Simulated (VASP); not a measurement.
Ir:

```
Ir
1.0
     2.71883    0.00000    0.00000
    -1.35942    2.35458    0.00000
     0.00000    0.00000    4.40807
Ir
2
Direct
  0.66667 0.33333 0.75000
  0.33333 0.66667 0.25000
```

This isn't the form of Ir at room conditions, which is fcc.

Base run:

| Property | Result |
| --- | --- |
| Program | VASP 6.6.1 |
| Functional | PBEsol |
| Potentials or basis | VASP PAW PBE potentials, release 64 (Ir_sv_GW) |
| Cutoff | 560 eV |
| k mesh | 21 × 21 × 12 |
| Occupations | gaussian, width 0.15 eV |
| Spin | collinear spin |
| Starting moments | [0.3, 0.3] μB |
| Fixed moment | 0.6 μB |

Its results: pressure -1.0 GPa; site moments Ir +0.30 μB.

Problem. The run is repeated on the same cell with these changes: fixed moment from 0.6 μB to 0.8 μB; moments at the start from [0.3, 0.3] to [0.4, 0.4]. What comes out?

Solution. Pressure -0.4 GPa; site moments Ir +0.40 μB.

Caveats: the PAW data sets were made with another functional, which shifts forces and pressure a little; the total moment is fixed, so each spin has its own Fermi level and the state may be an excited one.
